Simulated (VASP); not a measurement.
YbOs3, 4 atoms in the cell. Symmetry: Pm-3m, No. 221, cubic system. Conventional cell: a = 4.189 Å, b = 4.189 Å, c = 4.189 Å, α = 90.00°, β = 90.00°, γ = 90.00°. Within 3.9 Å of Yb (site symmetry m-3m) lie 12 Os at 2.96 Å. Os (site symmetry 4/mmm) has 4 Yb at 2.96 Å and 8 Os at 2.96 Å within 3.9 Å. 

```yaml
Program: VASP 6.6.1
Task: single point
Functional: PBEsol
Potentials_or_basis: VASP PAW PBE potentials, release 64 (Yb, Os)
Cutoff: 520 eV
k_mesh: 8 × 8 × 8
Occupations: gaussian, width 0.05 eV
Spin: no spin polarisation
Dipole_correction: no
Further_INCAR_settings: ALGO = Normal; EDIFF = 1e-06; NBANDS = 32
```

Potentials or basis: VASP PAW PBE potentials, release 64 (Yb, Os).

Command:

```console
$ cat potpaw_PBE.64/Yb/POTCAR potpaw_PBE.64/Os/POTCAR > POTCAR
$ mpirun -np 1 vasp_std > vasp.out
```

Hardware: 1 thread of Intel(R) Xeon(R) 6975P-C (Granite Rapids), with other jobs on the host.

Task: How long does it take, and how much memory?

Result: It took 70 s on 1 thread of Intel(R) Xeon(R) 6975P-C (Granite Rapids), on a shared host, peak memory 0.23 GiB. Counts: scf iterations 32, k points 35.
